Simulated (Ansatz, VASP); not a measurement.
## Two plane-wave programs on BaTiO3

```
Ba Ti O
1.0
     4.01923    0.00000    0.00000
     0.00000    4.01923    0.00000
     0.00000    0.00000    4.01923
Ba Ti O
1 1 3
Direct
  0.00000 0.00000 0.00000
  0.50000 0.50000 0.50000
  0.00000 0.50000 0.50000
  0.50000 0.00000 0.50000
  0.50000 0.50000 0.00000
```

Alike in both runs: functional PBE; k mesh 8 × 8 × 8; occupations gaussian, width 0.02 eV; no spin polarisation.

Ansatz relaxed the structure, and its values are those at the end. VASP's run is a single point on that final structure, the one shown.

|  | VASP | Ansatz |
| --- | --- | --- |
| version | VASP 6.6.1 | Ansatz 0.2.0 |
| potentials or method | VASP PAW PBE potentials, release 64 (Ba_sv, Ti_sv, O), cutoff 520 eV | scalar-relativistic, plane waves, PAW |
| valence electrons in the cell | 40 | 40 |

|  | VASP | Ansatz | Ansatz less VASP |
| --- | --- | --- | --- |
| gap on the k mesh at the Fermi level (eV) | 1.72 | 1.78 | +0.064 |
| least direct gap on the mesh (eV) | 1.88 | 1.90 | +0.025 |
| pressure (GPa) | 1.7 | 0.0 | -1.71 |

The functional is the same, so the differences come from potentials, cutoffs and numerics.

Neither program's run includes spin-orbit coupling.
